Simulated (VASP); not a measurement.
# HW12C12F in VASP: single point with PBE+D3(BJ)

Aim: the single point of HW12C12F with PBE+D3(BJ).

Everything below comes from runs of VASP 6.6.1. Logs are shortened: lines on timing, memory, paths and dates and some standing lists are left out, and cuts for length are marked.

**1. The cell of the first run**

The cell holds a slab with vacuum, 26 atoms: a = 5.715 Å, b = 5.608 Å, c = 18.599 Å, α = 90.00°, β = 90.00°, γ = 90.00°.

**2. Single point, PBE+D3(BJ)**

INCAR reads:

```
SYSTEM = HW12C12F
PREC = Accurate ; ENCUT = 520
EDIFF = 1E-7 ; ISMEAR = -1
SIGMA = 0.1 ; LREAL = Auto
LASPH = .TRUE. ; NELM = 60
ALGO = Normal ; ISIF = 2
LWAVE = .FALSE. ; LCHARG = .FALSE.
GGA = PE ; IVDW = 12
NBANDS = 131
```

KPOINTS reads:

```
regular mesh
0
G
  3 3 1
  0 0 0
```

POSCAR reads:

```
HW12C12F
1.0
    5.7147400000      0.0000000000      0.0000000000
    0.0000000000      5.6084200000      0.0000000000
    0.0000000000      0.0000000000     18.5988130000
W C F H
12 12 1 1
Direct
    0.0000000000      0.0000000000      0.0537668721
    0.2343238713     -0.0132657683      0.1872592622
   -0.0266853785      0.0011411414      0.3232356818
    0.0000000000      0.4999982170      0.0537668721
    0.2339564005      0.5119445405      0.1891303493
   -0.0020648358      0.5095374455      0.3301124647
    0.5000052496      0.0000000000      0.0537668721
    0.7314593490     -0.0030311567      0.1850817039
    0.4810017604      0.0101276295      0.3225528425
    0.5000052496      0.4999982170      0.0537668721
    0.7366739344      0.5026371064      0.1841945505
    0.5043799018      0.5161168386      0.3195741578
   -0.0043921508      0.2556691546      0.1345408441
    0.2591194000      0.2554373603      0.2786683215
   -0.2945540830      0.2637462957      0.3754540680
   -0.0061245131      0.7670431244      0.1363043975
    0.2160378250      0.7493197728      0.2807060859
   -0.0822784589      0.7593047596      0.4183331485
    0.4695051743      0.2485548515      0.1388905840
    0.7405936228      0.2485905121      0.2750498110
    0.2504050928      0.2292267697      0.3718785710
    0.4872487637      0.7493732638      0.1349548490
    0.7320018059      0.7329693568      0.2694419262
    0.7146256873      0.8116367890      0.3942724732
    0.3427977476      0.7184019742      0.4627177014
    0.1825454876      0.7418132023      0.4624004768
```

Potentials or basis: VASP PAW PBE potentials, release 64 (W_sv, C, F, H).

Started as:

```console
$ cat potpaw_PBE.64/W_sv/POTCAR potpaw_PBE.64/C/POTCAR potpaw_PBE.64/F/POTCAR potpaw_PBE.64/H/POTCAR > POTCAR
$ mpirun -np 1 vasp_std > vasp.out
```

OUTCAR:

```text
SYSTEM = HW12C12F
   PREC = Accurate
   ENCUT = 520
   EDIFF = 1E-7
   ISMEAR = -1
   LREAL = Auto
   LASPH = .TRUE.
   NELM = 60
   ISIF = 2
   GGA = PE
   IVDW = 12
 IVDW          = 12

 ion  position               nearest neighbor table
   1  0.000  0.000  0.054-  16 2.02  13 2.08   4 2.80   4 2.80   2 2.82   7 2.86   7 2.86   8 2.88

   2  0.234  0.987  0.187-  16 2.07  19 2.18  17 2.19  22 2.19  13 2.26  14 2.28   5 2.66   1 2.82
                             8 2.84   8 2.87   9 2.89   7 2.91   3 2.94   5 2.95
   3  0.973  0.001  0.323-  20 2.12  17 2.13  21 2.23  24 2.25  18 2.25  23 2.27  14 2.32  15 2.34
                             6 2.76   9 2.81   6 2.86   9 2.90   8 2.92   2 2.94
   4  0.000  0.500  0.054-  13 2.03  16 2.14   1 2.80   1 2.80   5 2.85  11 2.85  10 2.86  10 2.86
[... 7 lines left out ...]
   8  0.731  0.997  0.185-  23 2.16  16 2.18  22 2.18  20 2.19  19 2.23  13 2.30  11 2.77   7 2.78
                            11 2.84   2 2.84   2 2.87   1 2.88   3 2.92   9 2.93
   9  0.481  0.010  0.323-  21 2.02  14 2.04  15 2.15  20 2.18  24 2.19  17 2.24  23 2.33  12 2.77
                             3 2.81  12 2.84   2 2.89   3 2.90   8 2.93
  10  0.500  0.500  0.054-  22 2.06  19 2.13  11 2.78   7 2.80   7 2.80   4 2.86   4 2.86   5 2.94

  11  0.737  0.503  0.184-  23 2.05  22 2.19  20 2.21  13 2.23  19 2.25  16 2.27   8 2.77  10 2.78
                             8 2.84   5 2.84  12 2.85   4 2.85   5 2.87   6 3.10
  12  0.504  0.516  0.320-  23 2.01  15 2.10  14 2.16  20 2.18  17 2.22  21 2.38  24 2.47   9 2.77
                             6 2.83   9 2.84  11 2.85   5 2.88   6 2.90
  13  0.996  0.256  0.135-   4 2.03   1 2.08   5 2.23  11 2.23   2 2.26   8 2.30
  14  0.259  0.255  0.279-  21 1.74   9 2.04  12 2.16   5 2.21   6 2.27   2 2.28   3 2.32
  15  0.705  0.264  0.375-  20 1.88  12 2.10   9 2.15   6 2.32   3 2.34
  16  0.994  0.767  0.136-   1 2.02   2 2.07   4 2.14   8 2.18   5 2.21  11 2.27
  17  0.216  0.749  0.281-   6 2.05   3 2.13   5 2.16   2 2.19  12 2.22   9 2.24
  18  0.918  0.759  0.418-  24 1.28   6 2.21   3 2.25
  19  0.470  0.249  0.139-   7 2.12  10 2.13   2 2.18   5 2.21   8 2.23  11 2.25
  20  0.741  0.249  0.275-  15 1.88   3 2.12  12 2.18   9 2.18   8 2.19  11 2.21   6 2.31
  21  0.250  0.229  0.372-  14 1.74   9 2.02   3 2.23   6 2.27  12 2.38
  22  0.487  0.749  0.135-  10 2.06   7 2.06   8 2.18  11 2.19   2 2.19   5 2.21
  23  0.732  0.733  0.269-  12 2.01  11 2.05   8 2.16   6 2.27   3 2.27   9 2.33
  24  0.715  0.812  0.394-  18 1.28   9 2.19   3 2.25  12 2.47   6 2.63
  25  0.343  0.718  0.463-  26 0.93
  26  0.183  0.742  0.462-  25 0.93

  LATTYP: Found a simple orthorhombic cell.
 ALAT       =     5.6084200000
 B/A-ratio  =     1.0189572108
 C/A-ratio  =     3.3162304178

  Lattice vectors:

 A1 = (   0.0000000000,  -5.6084200000,   0.0000000000)
 A2 = (   5.7147400000,   0.0000000000,   0.0000000000)
 A3 = (   0.0000000000,   0.0000000000,  18.5988130000)

Analysis of symmetry for initial positions (statically):
=====================================================================
 Subroutine PRICEL returns:
 Original cell was already a primitive cell.

 Routine SETGRP: Setting up the symmetry group for a
 simple orthorhombic supercell.

 Subroutine GETGRP returns: Found  1 space group operations
 (whereof  1 operations were pure point group operations)
 out of a pool of  8 trial point group operations.

The static configuration has the point symmetry C_1 .

Analysis of symmetry for dynamics (positions and initial velocities):
=====================================================================
 Subroutine PRICEL returns:
 Original cell was already a primitive cell.

 Routine SETGRP: Setting up the symmetry group for a
 simple orthorhombic supercell.

 Subroutine GETGRP returns: Found  1 space group operations
 (whereof  1 operations were pure point group operations)
 out of a pool of  8 trial point group operations.

The dynamic configuration has the point symmetry C_1 .

 Subroutine INISYM returns: Found  1 space group operations
 (whereof  1 operations are pure point group operations),
 and found     1 'primitive' translations

----------------------------------------------------------------------------------------

                                     Primitive cell

  volume of cell :     596.1043

  direct lattice vectors                    reciprocal lattice vectors
     5.714740000  0.000000000  0.000000000     0.174986089  0.000000000  0.000000000
     0.000000000  5.608420000  0.000000000     0.000000000  0.178303337  0.000000000
[... 63 lines left out ...]

 KPOINTS: regular mesh

Automatic generation of k-mesh.
 Grid dimensions read from file:
 generate k-points for:    3    3    1

 Generating k-lattice:

  Cartesian coordinates                     Fractional coordinates (reciprocal lattice)
     0.058328696  0.000000000  0.000000000     0.333333333  0.000000000  0.000000000
     0.000000000  0.059434446  0.000000000     0.000000000  0.333333333  0.000000000
     0.000000000  0.000000000  0.053766872     0.000000000  0.000000000  1.000000000

  Length of vectors
     0.058328696  0.059434446  0.053766872

  Shift w.r.t. Gamma in fractional coordinates (k-lattice)
     0.000000000  0.000000000  0.000000000

 Subroutine IBZKPT returns following result:
 ===========================================

 Found      5 irreducible k-points:

 Following reciprocal coordinates:
            Coordinates               Weight
  0.000000  0.000000  0.000000      1.000000
  0.333333  0.000000  0.000000      2.000000
  0.000000  0.333333  0.000000      2.000000
  0.333333  0.333333  0.000000      2.000000
 -0.333333  0.333333  0.000000      2.000000
   k-points           NKPTS =      5   k-points in BZ     NKDIM =      5   number of bands    NBANDS=    131
   number of dos      NEDOS =    301   number of ions     NIONS =     26
   total plane-waves  NPLWV = 282240
   dimension x,y,z NGX =    48 NGY =   42 NGZ =  140
   dimension x,y,z NGXF=    96 NGYF=   84 NGZF=  280
   ions per type =              12  12   1   1
   NGX,Y,Z   is equivalent  to a cutoff of  13.96, 12.45, 12.51 a.u.
   NGXF,Y,Z  is equivalent  to a cutoff of  27.93, 24.90, 25.03 a.u.
 SYSTEM =  HW12C12F
   PREC   = accura    normal or accurate (medium, high low for compatibility)
   ISTART =      0    job   : 0-new  1-cont  2-samecut
   ICHARG =      2    charge: 1-file 2-atom 10-const
   ISPIN  =      1    spin polarized calculation?
   LNONCOLLINEAR =      F non collinear calculations
   LSORBIT =      F    spin-orbit coupling
   LASPH  =      T    aspherical Exc in radial PAW
   ENCUT  =  520.0 eV  38.22 Ry    6.18 a.u.  10.63 10.43 34.58*2*pi/ulx,y,z
   NELM   =     60;   NELMIN=  2; NELMDL= -5     # of ELM steps
   EDIFF  = 0.1E-06   stopping-criterion for ELM
   LREAL  =      T    real-space projection
   EDIFFG = 0.1E-05   stopping-criterion for IOM
   NSW    =      0    number of steps for IOM
   IBRION =     -1    ionic relax: 0-MD 1-quasi-New 2-CG
   NFREE  =      0    steps in history (QN), initial steepest desc. (CG)
   ISIF   =      2    stress and relaxation
   ISYM   =      2    0-nonsym 1-usesym 2-fastsym
   POTIM  = 0.5000    time-step for ionic-motion
   TEBEG  =    0.0;   TEEND  =   0.0 temperature during run
   PSTRESS=    0.0 pullay stress
   NELECT =     224.0000    total number of electrons
   NUPDOWN=      -1.0000    fix difference up-down
   EMIN   =  10.00;   EMAX   =-10.00  energy-range for DOS
   EFERMI =   0.00;   METHOD = LEGACY
   ISMEAR =    -1;   SIGMA  =   0.10  broadening in eV -4-tet -1-fermi 0-gaus
   EFERMI_NEDOS =   21; number of points for ismear=-14 and -15
   IALGO  =     38    algorithm
   IMIX   =      4    mixing-type and parameters
     AMIX     =   0.40;   BMIX     =  1.00
     AMIX_MAG =   1.60;   BMIX_MAG =  1.00
  volume/ion in A,a.u.               =      22.93       154.72
  Fermi-wavevector in a.u.,A,eV,Ry     =   1.181363  2.232453 18.988548  1.395619
  Thomas-Fermi vector in A             =   2.317638
   LORBIT       =      0    0 simple, 1 ext, 2 COOP (PROOUT), +10 PAW based schemes
   GGA     = PE    functional components
   LHFCALC =     F    Hartree Fock is set to
   AEXX    =    0.0000 exact exchange contribution
   IVDW    =    12    specifies the selected vdW correction
   LEPSILON=     F    determine dielectric tensor
   LRPA    =     F    only Hartree local field effects (RPA)
 non-spin polarized calculation
  energy-cutoff  :      520.00
  volume of cell :      596.10
 maximum number of plane-waves:     16085
 NGX is ok and might be reduce to    42
   NGX = 21   NGY = 21   NGZ = 69

 number of electron     223.9999997 magnetization

 Free energy of the ion-electron system (eV)
  ---------------------------------------------------
  ext. energy  EPLUGINS =         0.00000000
  ---------------------------------------------------
  free energy    TOTEN  =      -253.82290762 eV

  energy without entropy =     -253.49182784  energy(sigma->0) =     -253.65736773

 E-fermi :   2.0842     XC(G=0):  -7.0741

 val. band max:        1.9803694286   @ k =   0.0000   0.3333   0.0000
 cond. band min:       2.0945467735   @ k =   0.3333   0.3333   0.0000
 fundamental gap:      0.1141773450
 Fermi energy:         2.0841714915

 k-point     1 :       0.0000    0.0000    0.0000
  band No.  band energies     occupation
      1     -72.8676      2.00000
      2     -72.6008      2.00000
      3     -72.4881      2.00000
      4     -72.4703      2.00000
      5     -72.4328      2.00000
      6     -72.4079      2.00000
[... 624 lines left out ...]
    123       3.3212      0.00001
    124       3.5146      0.00000
 [bands above 124 left out]

------------------------ aborting loop because EDIFF is reached ----------------------------------------

 Edisp (eV)   -8.04757

 E8    (eV) :    -3.7767

  FORCE on cell =-STRESS in cart. coord.  units (eV):
  Direction    XX          YY          ZZ          XY          YZ          ZX
  --------------------------------------------------------------------------------------
  -------------------------------------------------------------------------------------
  Total       7.71385    12.58108     4.87395    -0.78107    -3.05534     2.06203
  in kB      20.73288    33.81476    13.09996    -2.09933    -8.21199     5.54221
  external pressure =       22.55 kB  Pullay stress =        0.00 kB

 VOLUME and BASIS-vectors are now :
 -----------------------------------------------------------------------------
  energy-cutoff  :      520.00
  volume of cell :      596.10
      direct lattice vectors                 reciprocal lattice vectors
     5.714740000  0.000000000  0.000000000     0.174986089  0.000000000  0.000000000
     0.000000000  5.608420000  0.000000000     0.000000000  0.178303337  0.000000000
     0.000000000  0.000000000 18.598813000     0.000000000  0.000000000  0.053766872

 POSITION                                       TOTAL-FORCE (eV/Angst)
 -----------------------------------------------------------------------------------
      0.00000      0.00000      1.00000        -0.269380      0.554521     -1.825185
      1.33910      5.53402      3.48280         0.249497      3.404810      1.138742
      5.56224      0.00640      6.01180         0.154831      1.309863      0.421761
      0.00000      2.80420      1.00000        -0.145845      0.552830     -1.335700
      1.33700      2.87120      3.51760         0.049327     -2.072724     -0.241487
      5.70294      2.85770      6.13970        -1.415378     -2.696462     -0.135328
[... 18 lines left out ...]
      1.95900      4.02910      8.60600         2.676756     -0.430420      0.618993
      1.04320      4.16040      8.60010        -2.601580      0.232142     -0.193822
 -----------------------------------------------------------------------------------
    total drift:                               -0.005100     -0.021933      0.002063

  FREE ENERGIE OF THE ION-ELECTRON SYSTEM (eV)
  ---------------------------------------------------
  free  energy   TOTEN  =      -261.8704824927 eV

  energy  without entropy=     -261.5394027101  energy(sigma->0) =     -261.70494260
```

Run time: 43 min. Hardware: 1 thread of Intel Xeon 8259CL, shared host; peak memory 0.76 GiB.

What came out:

```
Free energy                : -261.8705 eV
Largest force              : 3.599 eV/Å
Band gap on the k mesh     : zero (bands 112 and 113 overlap by 0.13 eV)
Dispersion energy per atom : -0.310 eV
```

Forces in eV/Å, atoms in the order of the input:
```
W   -0.269  0.555 -1.825
W    0.249  3.405  1.139
W    0.155  1.310  0.422
W   -0.146  0.553 -1.336
W    0.049 -2.073 -0.241
W   -1.415 -2.696 -0.135
W   -0.416  0.334 -1.122
W    0.766  1.106  0.632
W    2.703 -1.731  1.121
W   -0.421 -0.463 -1.081
W    0.503 -1.509  0.192
W   -0.968 -1.419  1.211
C   -0.579 -0.382  1.907
C   -2.285  0.811 -0.783
C    1.534  0.512 -1.580
C   -0.819 -2.214  0.897
C    1.738  0.871 -0.281
C    1.544 -0.578  0.176
C    1.158  0.180  0.362
C    0.147  0.478  0.163
C   -2.115  1.171 -1.137
C   -0.061  0.053  1.323
C    1.093  1.976  0.170
C   -2.219 -0.052 -0.619
F    2.677 -0.430  0.619
H   -2.602  0.232 -0.194
```

Caveat: the k points lie up to 0.37 Å⁻¹ apart; there is no dipole correction, which matters where the two faces differ; spin-orbit coupling is left out, which moves the levels of the heavy elements.

The gap in the log of VASP goes by the Fermi energy; the results here count the filled bands.